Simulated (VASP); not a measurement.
Here is a VASP 6.6.1 calculation.

INCAR

```
ALGO = Fast ; EDIFF = 1E-7
ENCUT = 520 ; GGA = CA
ISIF = 2 ; ISMEAR = 0
LASPH = True ; LCHARG = False
LREAL = False ; LWAVE = False
NBANDS = 11 ; NELM = 100
PREC = Accurate ; SIGMA = 0.15
```

Contents of KPOINTS:

```
k-points
0
Gamma
  22 22 22
```

The input POSCAR:

```
Pt
1.0
   -1.6317466000      1.6317466000      1.5366934000
    1.6317466000     -1.6317466000      1.5366934000
    1.6317466000      1.6317466000     -1.5366934000
Pt
1
Direct
    0.0000000000      0.0000000000      0.0000000000
```

Potentials or basis: VASP PAW LDA potentials, release 64 (Pt).

The run is started by

```bash
$ cat potpaw_LDA.64/Pt/POTCAR > POTCAR
$ mpirun -np 1 vasp_std > vasp.out
```

Task: What does it give for the band gap on the k mesh?

Result: Zero (bands 5 and 6 overlap by 2.01 eV).

Task: Estimate the pressure.

Result: -21.0 GPa.

Stress tensor (GPa, compression positive):
```
-19.11   0.00   0.00
  0.00 -19.11   0.00
  0.00   0.00 -24.73
```

Caveat: the cell differs from its parent crystal (strain +0.030 along x and y, -0.030 along z); the cell stands under tension; spin-orbit coupling is left out, which moves the levels of the heavy elements.
